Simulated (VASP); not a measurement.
Set up this calculation in VASP 6.6.1, as the native input.

- Task: single point
- Functional: LDA
- Potentials or basis: VASP PAW LDA potentials, release 64 (Nb_sv)
- Cutoff: 520 eV
- k mesh: 7 × 7 × 7
- Occupations: fermi-dirac, width 0.1 eV
- Spin: no spin polarisation
- Dipole correction: no
- Further INCAR settings: ALGO = Normal; EDIFF = 1e-06; NBANDS = 62

The structure of Nb lies in POSCAR:

```
Nb
1.0
    5.1992549739      0.0000000000      0.0000000000
    0.0000000000      5.1992549739      0.0000000000
    0.0000000000      0.0000000000      5.1992549739
Nb
8
Direct
    1.0000000000      0.0000000000      0.0000000000
    0.5000000000      0.5000000000      0.5000000000
    0.2500000000      0.0000000000      0.5000000000
    0.7500000000      1.0000000000      0.5000000000
    0.5000000000      0.2500000000      0.0000000000
    0.5000000000      0.7500000000      1.0000000000
    0.0000000000      0.5000000000      0.2500000000
    0.0000000000      0.5000000000      0.7500000000
```

The input as run:

INCAR

```
ALGO = Normal
EDIFF = 1E-6
ENCUT = 520
GGA = CA
ISIF = 2
ISMEAR = -1
LASPH = True
LCHARG = True
LELF = True
LREAL = False
LVHAR = True
LWAVE = False
NBANDS = 62
NELM = 60
PREC = Accurate
SIGMA = 0.1
```

KPOINTS

```
k-points
0
Gamma
  7 7 7
```

Potentials or basis: VASP PAW LDA potentials, release 64 (Nb_sv).

Launch:

```sh
$ cat potpaw_LDA.64/Nb_sv/POTCAR > POTCAR
$ mpirun -np 1 vasp_std > vasp.out
```

It gave:

The pressure is -0.1 GPa and the band gap on the k mesh is zero (bands 52 and 53 overlap by 0.37 eV).

Wall time 3.5 min on 1 thread of Intel(R) Xeon(R) Platinum 8259CL CPU @ 2.50GHz (Skylake/Cascade Lake), on a shared host, peak memory 0.26 GiB.
